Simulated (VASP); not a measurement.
# Mo (P6/mmm) in VASP: a series of runs, part 2 of 2

VASP 6.6.1. The steps go on from the part before.

## 5. Single point, PBEsol

This run uses another cell than the first one, of the same volume but with other edges.

INCAR reads:

```
  PREC = Accurate
  ENCUT = 520
  EDIFF = 1E-7
  ISMEAR = 0
  SIGMA = 0.15
  LREAL = F
  LASPH = T
  NELM = 60
  ALGO = Fast
  ISIF = 2
  LWAVE = F
  LCHARG = F
  GGA = PS
  NBANDS = 13
```

KPOINTS reads:

```
regular mesh
0
Gamma
  24 24 20
```

POSCAR reads:

```
Mo
1.0
    2.6499690891      0.0000000000      0.0000000000
   -1.3249845445      2.2949405504      0.0000000000
    0.0000000000      0.0000000000      2.7228062693
Mo
1
Direct
    0.0000000000      0.0000000000      0.5000000000
```

Potentials or basis: VASP PAW PBE potentials, release 64 (Mo_sv).

Command:

```console
$ cat potpaw_PBE.64/Mo_sv/POTCAR > POTCAR
$ mpirun -np 1 vasp_std > vasp.out
```

OUTCAR:

```text
PREC = Accurate
   ENCUT = 520
   EDIFF = 1E-7
   ISMEAR = 0
   LREAL = F
   LASPH = T
   NELM = 60
   ISIF = 2
   GGA = PS

 ion  position               nearest neighbor table
   1  0.000  0.000  0.500-

  LATTYP: Found a hexagonal cell.
 ALAT       =     2.6499690891
 C/A-ratio  =     1.0274860490

  Lattice vectors:

 A1 = (   2.6499690891,   0.0000000000,   0.0000000000)
 A2 = (  -1.3249845445,   2.2949405504,   0.0000000000)
 A3 = (   0.0000000000,   0.0000000000,   2.7228062693)

Analysis of symmetry for initial positions (statically):
=====================================================================
 Subroutine PRICEL returns:
 Original cell was already a primitive cell.

 Routine SETGRP: Setting up the symmetry group for a
 hexagonal supercell.

 Subroutine GETGRP returns: Found 24 space group operations
 (whereof 24 operations were pure point group operations)
 out of a pool of 24 trial point group operations.

The static configuration has the point symmetry D_6h.

Analysis of symmetry for dynamics (positions and initial velocities):
=====================================================================
 Subroutine PRICEL returns:
 Original cell was already a primitive cell.

 Routine SETGRP: Setting up the symmetry group for a
 hexagonal supercell.

 Subroutine GETGRP returns: Found 24 space group operations
 (whereof 24 operations were pure point group operations)
 out of a pool of 24 trial point group operations.

The dynamic configuration has the point symmetry D_6h.

 Subroutine INISYM returns: Found 24 space group operations
 (whereof 24 operations are pure point group operations),
 and found     1 'primitive' translations

----------------------------------------------------------------------------------------

                                     Primitive cell

  volume of cell :      16.5588

  direct lattice vectors                    reciprocal lattice vectors
     2.649969089  0.000000000  0.000000000     0.377362892  0.217870567  0.000000000
    -1.324984544  2.294940550  0.000000000     0.000000000  0.435741135  0.000000000
     0.000000000  0.000000000  2.722806269     0.000000000  0.000000000  0.367268142

  length of vectors
     2.649969089  2.649969089  2.722806269     0.435741135  0.435741135  0.367268142

  position of ions in fractional coordinates (direct lattice)
     0.000000000  0.000000000  0.500000000

  ion indices of the primitive-cell ions
   primitive index   ion index
                 1           1

----------------------------------------------------------------------------------------

 KPOINTS: regular mesh

Automatic generation of k-mesh.
 Grid dimensions read from file:
 generate k-points for:   24   24   20

 Generating k-lattice:

  Cartesian coordinates                     Fractional coordinates (reciprocal lattice)
     0.015723454  0.009077940  0.000000000     0.041666667  0.000000000  0.000000000
     0.000000000  0.018155881  0.000000000     0.000000000  0.041666667  0.000000000
     0.000000000  0.000000000  0.018363407     0.000000000  0.000000000  0.050000000

  Length of vectors
     0.018155881  0.018155881  0.018363407

  Shift w.r.t. Gamma in fractional coordinates (k-lattice)
     0.000000000  0.000000000  0.000000000

 Subroutine IBZKPT returns following result:
 ===========================================

 Found    671 irreducible k-points:

 Following reciprocal coordinates:
            Coordinates               Weight
  0.000000  0.000000  0.000000      1.000000
  0.041667  0.000000  0.000000      6.000000
  0.083333  0.000000  0.000000      6.000000
  0.125000  0.000000  0.000000      6.000000
  0.166667  0.000000  0.000000      6.000000
  0.208333  0.000000  0.000000      6.000000
[... 16 lines left out ...]
  0.416667  0.041667  0.000000     12.000000
  0.458333  0.041667  0.000000     12.000000
 [... further k-points ...]
   k-points           NKPTS =    671   k-points in BZ     NKDIM =    671   number of bands    NBANDS=     13
   number of dos      NEDOS =    301   number of ions     NIONS =      1
   total plane-waves  NPLWV =   8000
   dimension x,y,z NGX =    20 NGY =   20 NGZ =   20
   dimension x,y,z NGXF=    40 NGYF=   40 NGZF=   40
   ions per type =               1
   NGX,Y,Z   is equivalent  to a cutoff of  12.55, 12.55, 12.21 a.u.
   NGXF,Y,Z  is equivalent  to a cutoff of  25.09, 25.09, 24.42 a.u.
 SYSTEM =  unknown system
   PREC   = accura    normal or accurate (medium, high low for compatibility)
   ISTART =      0    job   : 0-new  1-cont  2-samecut
   ICHARG =      2    charge: 1-file 2-atom 10-const
   ISPIN  =      1    spin polarized calculation?
   LNONCOLLINEAR =      F non collinear calculations
   LSORBIT =      F    spin-orbit coupling
   LASPH  =      T    aspherical Exc in radial PAW
   ENCUT  =  520.0 eV  38.22 Ry    6.18 a.u.   4.93  4.93  5.06*2*pi/ulx,y,z
   NELM   =     60;   NELMIN=  2; NELMDL= -5     # of ELM steps
   EDIFF  = 0.1E-06   stopping-criterion for ELM
   LREAL  =      F    real-space projection
   EDIFFG = 0.1E-05   stopping-criterion for IOM
   NSW    =      0    number of steps for IOM
   IBRION =     -1    ionic relax: 0-MD 1-quasi-New 2-CG
   NFREE  =      0    steps in history (QN), initial steepest desc. (CG)
   ISIF   =      2    stress and relaxation
   ISYM   =      2    0-nonsym 1-usesym 2-fastsym
   POTIM  = 0.5000    time-step for ionic-motion
   TEBEG  =    0.0;   TEEND  =   0.0 temperature during run
   PSTRESS=    0.0 pullay stress
   NELECT =      14.0000    total number of electrons
   NUPDOWN=      -1.0000    fix difference up-down
   EMIN   =  10.00;   EMAX   =-10.00  energy-range for DOS
   EFERMI =   0.00;   METHOD = LEGACY
   ISMEAR =     0;   SIGMA  =   0.15  broadening in eV -4-tet -1-fermi 0-gaus
   EFERMI_NEDOS =   21; number of points for ismear=-14 and -15
   IALGO  =     68    algorithm
   IMIX   =      4    mixing-type and parameters
     AMIX     =   0.40;   BMIX     =  1.00
     AMIX_MAG =   1.60;   BMIX_MAG =  1.00
  volume/ion in A,a.u.               =      16.56       111.74
  Fermi-wavevector in a.u.,A,eV,Ry     =   1.548013  2.925320 32.604229  2.396343
  Thomas-Fermi vector in A             =   2.653024
   LORBIT       =      0    0 simple, 1 ext, 2 COOP (PROOUT), +10 PAW based schemes
   GGA     = PS    functional components
   LHFCALC =     F    Hartree Fock is set to
   AEXX    =    0.0000 exact exchange contribution
   IVDW    =     0    specifies the selected vdW correction
   LEPSILON=     F    determine dielectric tensor
   LRPA    =     F    only Hartree local field effects (RPA)
 non-spin polarized calculation
 RMM-DIIS sequential band-by-band and
 Gauss-broadening in eV      SIGMA  =   0.15
  energy-cutoff  :      520.00
  volume of cell :       16.56
 maximum number of plane-waves:       460
 NGX is ok and might be reduce to    20

 number of electron      13.9999995 magnetization

 Free energy of the ion-electron system (eV)
  ---------------------------------------------------
  ext. energy  EPLUGINS =         0.00000000
  ---------------------------------------------------
  free energy    TOTEN  =       -10.72578497 eV

  energy without entropy =      -10.71340081  energy(sigma->0) =      -10.71959289

 E-fermi :  11.6110     XC(G=0): -13.0926

 val. band max:       11.5974439434   @ k =   0.4167   0.0417   0.2500
 cond. band min:      11.6115685014   @ k =   0.2500   0.0417   0.4500
 fundamental gap:      0.0141245580
 Fermi energy:        11.6109948415

 k-point     1 :       0.0000    0.0000    0.0000
  band No.  band energies     occupation
      1     -49.4730      2.00000
      2     -23.0616      2.00000
      3     -22.5593      2.00000
      4     -22.5593      2.00000
      5       4.6390      2.00000
      6       7.2275      2.00000
      7      10.6520      2.00000
      8      10.6520      2.00000
      9      15.3843      0.00000
     10      15.3843      0.00000
     11      24.8751      0.00000
     12      25.0940      0.00000
     13      33.3814      0.00000
[... 353 lines left out ...]
 k-point    24 :       0.4583    0.0417    0.0000
  band No.  band energies     occupation
      1     -49.1514      2.00000
      2     -24.3432      2.00000
      3     -22.9950      2.00000
      4     -22.8259      2.00000
      5       6.4174      2.00000
      6       8.9540      2.00000
      7      11.2509      1.99931
      8      12.8236      0.00000
      9      14.4400      0.00000
     10      16.6945      0.00000
     11      22.5316      0.00000
     12      25.8043      0.00000
     13      27.3930      0.00000

 [... further k-points ...]
[... 5 lines left out ...]
  --------------------------------------------------------------------------------------
  -------------------------------------------------------------------------------------
  Total        1.0817448      1.0817448     -2.0318732      0.0000000     -0.0000000     -0.0000000
  in kB      104.6661876    104.6661876   -196.5975878      0.0000000     -0.0000000     -0.0000000
  external PRESSURE =       4.2449291 kB  Pullay stress =       0.0000000 kB

 VOLUME and BASIS-vectors are now :
 -----------------------------------------------------------------------------
  energy-cutoff  :      520.00
  volume of cell :       16.56
      direct lattice vectors                 reciprocal lattice vectors
     2.649969089  0.000000000  0.000000000     0.377362892  0.217870567  0.000000000
    -1.324984544  2.294940550  0.000000000     0.000000000  0.435741135  0.000000000
     0.000000000  0.000000000  2.722806269     0.000000000  0.000000000  0.367268142

 POSITION                                       TOTAL-FORCE (eV/Angst)
 -----------------------------------------------------------------------------------
      0.00000      0.00000      1.36140         0.000000      0.000000      0.000000
 -----------------------------------------------------------------------------------
    total drift:                               -0.000000      0.000000     -0.000000

  FREE ENERGIE OF THE ION-ELECTRON SYSTEM (eV)
  ---------------------------------------------------
  free  energy   TOTEN  =       -10.7257849676 eV

  energy  without entropy=      -10.7134008058  energy(sigma->0) =      -10.71959289
```

stdout:

```text
POSCAR found type information on POSCAR Mo
 POSCAR found :  1 types and       1 ions
 scaLAPACK will be used
 -----------------------------------------------------------------------------
|                                                                             |
|                                                                             |
|     You enforced a specific xc type in the INCAR file but a different       |
|     I HOPE YOU KNOW WHAT YOU ARE DOING!                                     |
|                                                                             |
 -----------------------------------------------------------------------------

 LDA part: xc-table for (Slater+PW92), standard interpolation
 POSCAR, INCAR and KPOINTS ok, starting setup
 FFT: planning ... GRIDC
 FFT: planning ... GRID_SOFT
 FFT: planning ... GRID
 WAVECAR not read
 entering main loop
WARNING in EDDRMM: call to ZHEGV failed, returncode =   6  3     13
WARNING in EDDRMM: call to ZHEGV failed, returncode =   6  3     12
```

Run time: 74 s. Hardware: 1 thread of Intel Xeon Platinum 8375C at 2.90GHz (Ice Lake), shared host; peak memory 0.24 GiB.

What came out:

| Item | Value |
| --- | --- |
| Free energy | -10.7258 eV |
| Pressure | 0.4 GPa |
| Band gap on the k mesh | zero (band 7 reaches 12.60 eV, above the bottom of band 8 at 10.65 eV) |

Levels at points of the mesh, in eV from the Fermi level:
```tsv
k point	band 4	band 5	band 6	band 7	band 8	band 9	band 10	band 11
(0.00, 0.00, 0.00)	-34.17	-6.97	-4.38	-0.96	-0.96	3.77	3.77	13.26
(0.50, 0.00, 0.00)	-34.44	-5.28	-2.65	-0.39	1.37	2.89	5.02	10.96
(0.00, 0.00, 0.50)	-34.09	-4.47	-0.84	-0.46	-0.46	1.63	1.63	7.80
(0.50, 0.00, 0.50)	-34.49	-5.37	-4.27	0.20	5.20	5.31	5.86	7.17
```

Caveat: the PAW data sets were made with another functional, which shifts forces and pressure a little.

## 6. Single point, PBEsol

This run uses another cell than the first one, of the same volume but with other edges.

INCAR reads:

```
SYSTEM = Mo
  PREC = Accurate
  ENCUT = 520
  EDIFF = 1E-6
  ISMEAR = 0
  SIGMA = 0.15
  LREAL = .FALSE.
  LASPH = .TRUE.
  NELM = 100
  ALGO = Fast
  ISIF = 2
  LWAVE = .FALSE.
  LCHARG = .FALSE.
  GGA = PS
  NBANDS = 13
```

KPOINTS reads:

```
Automatic mesh
0
G
  24 24 20
  0 0 0
```

POSCAR reads:

```
Mo
1.0
    2.7729877995      0.0000000000      0.0000000000
   -1.3864938997      2.4014778787      0.0000000000
    0.0000000000      0.0000000000      2.4865800244
Mo
1
Direct
    0.0000000000      0.0000000000      0.5000000000
```

Potentials or basis: VASP PAW PBE potentials, release 64 (Mo_sv).

Command:

```console
$ cat potpaw_PBE.64/Mo_sv/POTCAR > POTCAR
$ mpirun -np 1 vasp_std > vasp.out
```

OUTCAR:

```text
SYSTEM = Mo
   PREC = Accurate
   ENCUT = 520
   EDIFF = 1E-6
   ISMEAR = 0
   LREAL = .FALSE.
   LASPH = .TRUE.
   NELM = 100
   ISIF = 2
   GGA = PS

 ion  position               nearest neighbor table
   1  0.000  0.000  0.500-

  LATTYP: Found a hexagonal cell.
 ALAT       =     2.7729877995
 C/A-ratio  =     0.8967150973

  Lattice vectors:

 A1 = (   2.7729877995,   0.0000000000,   0.0000000000)
 A2 = (  -1.3864938997,   2.4014778787,   0.0000000000)
 A3 = (   0.0000000000,   0.0000000000,   2.4865800244)

Analysis of symmetry for initial positions (statically):
=====================================================================
 Subroutine PRICEL returns:
 Original cell was already a primitive cell.

 Routine SETGRP: Setting up the symmetry group for a
 hexagonal supercell.

 Subroutine GETGRP returns: Found 24 space group operations
 (whereof 24 operations were pure point group operations)
 out of a pool of 24 trial point group operations.

The static configuration has the point symmetry D_6h.

Analysis of symmetry for dynamics (positions and initial velocities):
=====================================================================
 Subroutine PRICEL returns:
 Original cell was already a primitive cell.

 Routine SETGRP: Setting up the symmetry group for a
 hexagonal supercell.

 Subroutine GETGRP returns: Found 24 space group operations
 (whereof 24 operations were pure point group operations)
 out of a pool of 24 trial point group operations.

The dynamic configuration has the point symmetry D_6h.

 Subroutine INISYM returns: Found 24 space group operations
 (whereof 24 operations are pure point group operations),
 and found     1 'primitive' translations

----------------------------------------------------------------------------------------

                                     Primitive cell

[... 110 lines left out ...]
  Fermi-wavevector in a.u.,A,eV,Ry     =   1.548013  2.925320 32.604229  2.396343
  Thomas-Fermi vector in A             =   2.653024
   LORBIT       =      0    0 simple, 1 ext, 2 COOP (PROOUT), +10 PAW based schemes
   GGA     = PS    functional components
   LHFCALC =     F    Hartree Fock is set to
   AEXX    =    0.0000 exact exchange contribution
   IVDW    =     0    specifies the selected vdW correction
   LEPSILON=     F    determine dielectric tensor
   LRPA    =     F    only Hartree local field effects (RPA)
 non-spin polarized calculation
 RMM-DIIS sequential band-by-band and
 Gauss-broadening in eV      SIGMA  =   0.15
  energy-cutoff  :      520.00
  volume of cell :       16.56
 maximum number of plane-waves:       459
 NGX is ok and might be reduce to    24

 number of electron      13.9999996 magnetization

 Free energy of the ion-electron system (eV)
  ---------------------------------------------------
  ext. energy  EPLUGINS =         0.00000000
  ---------------------------------------------------
  free energy    TOTEN  =       -10.87311451 eV

  energy without entropy =      -10.86195225  energy(sigma->0) =      -10.86753338

 E-fermi :  11.3535     XC(G=0): -13.1162

 val. band max:       11.3529387303   @ k =   0.3333   0.0000   0.2500
 cond. band min:      11.3546089916   @ k =   0.2917   0.1250   0.3000
 fundamental gap:      0.0016702613
 Fermi energy:        11.3534776342

 k-point     1 :       0.0000    0.0000    0.0000
  band No.  band energies     occupation
      1     -49.5427      2.00000
      2     -22.9117      2.00000
      3     -22.9117      2.00000
      4     -22.5821      2.00000
      5       4.6097      2.00000
      6       7.0028      2.00000
      7      10.4534      2.00000
      8      10.4534      2.00000
      9      15.7069      0.00000
     10      15.7069      0.00000
     11      24.1197      0.00000
     12      28.2496      0.00000
     13      31.4133      0.00000
[... 354 lines left out ...]
  band No.  band energies     occupation
      1     -49.3479      2.00000
      2     -24.1387      2.00000
      3     -23.2125      2.00000
      4     -22.4521      2.00000
      5       6.6057      2.00000
      6       8.0117      2.00000
      7      12.1032      0.00000
      8      12.9726      0.00000
      9      15.0794      0.00000
     10      15.6484      0.00000
     11      21.1297      0.00000
     12      24.2728      0.00000
     13      28.7150      0.00000

 [... further k-points ...]
[... 5 lines left out ...]
  --------------------------------------------------------------------------------------
  -------------------------------------------------------------------------------------
  Total       -0.4789437     -0.4789437     -0.1652815     -0.0000000      0.0000000      0.0000000
  in kB      -46.3410734    -46.3410734    -15.9921139     -0.0000000      0.0000000      0.0000000
  external PRESSURE =     -36.2247535 kB  Pullay stress =       0.0000000 kB

 VOLUME and BASIS-vectors are now :
 -----------------------------------------------------------------------------
  energy-cutoff  :      520.00
  volume of cell :       16.56
      direct lattice vectors                 reciprocal lattice vectors
     2.772987800  0.000000000  0.000000000     0.360621854  0.208205124  0.000000000
    -1.386493900  2.401477879  0.000000000     0.000000000  0.416410248  0.000000000
     0.000000000  0.000000000  2.486580024     0.000000000  0.000000000  0.402158784

 POSITION                                       TOTAL-FORCE (eV/Angst)
 -----------------------------------------------------------------------------------
      0.00000      0.00000      1.24329         0.000000      0.000000      0.000000
 -----------------------------------------------------------------------------------
    total drift:                               -0.000000      0.000000      0.000000

  FREE ENERGIE OF THE ION-ELECTRON SYSTEM (eV)
  ---------------------------------------------------
  free  energy   TOTEN  =       -10.8731145143 eV

  energy  without entropy=      -10.8619522462  energy(sigma->0) =      -10.86753338
```

Run time: 60 s. Hardware: 1 thread of Intel Xeon Platinum 8375C at 2.90GHz (Ice Lake), shared host; peak memory 0.24 GiB.

Results:

| Item | Value |
| --- | --- |
| Free energy | -10.8731 eV |
| Pressure | -3.6 GPa |
| Band gap on the k mesh | zero (band 7 reaches 12.27 eV, above the bottom of band 8 at 10.45 eV) |

Caveat: the PAW data sets were made with another functional, which shifts forces and pressure a little.

## 7. Overview

```tsv
cell	further INCAR settings	gap on the mesh (eV)	pressure (GPa)
a = 2.888, b = 2.888, c = 2.293 Å, angles 90.0, 90.0, 120.0°, 1 atom	ALGO = Fast; EDIFF = 1e-06; NBANDS = 13	none	4.3
a = 2.574, b = 2.574, c = 2.885 Å, angles 90.0, 90.0, 120.0°, 1 atom	ALGO = Fast; EDIFF = 1e-06; NBANDS = 13	none	7.0
a = 2.813, b = 2.813, c = 2.417 Å, angles 90.0, 90.0, 120.0°, 1 atom	ALGO = Fast; EDIFF = 1e-06; NBANDS = 13	none	-2.4
a = 2.650, b = 2.650, c = 2.723 Å, angles 90.0, 90.0, 120.0°, 1 atom	ALGO = Fast; EDIFF = 1e-07; NBANDS = 13	none	0.4
a = 2.773, b = 2.773, c = 2.487 Å, angles 90.0, 90.0, 120.0°, 1 atom	ALGO = Fast; EDIFF = 1e-06; NBANDS = 13	none	-3.6
```

Alike in all rows: task single point; level PBEsol; potentials or basis VASP PAW PBE potentials, release 64 (Mo_sv); no spin polarisation; k mesh 24 × 24 × 20; cutoff (eV) 520; smearing gaussian 0.15 eV.

Caveats: the PAW data sets were made with another functional, which shifts forces and pressure a little.

Total energies depend on the potentials used, so only differences within one code and one set of settings carry meaning.
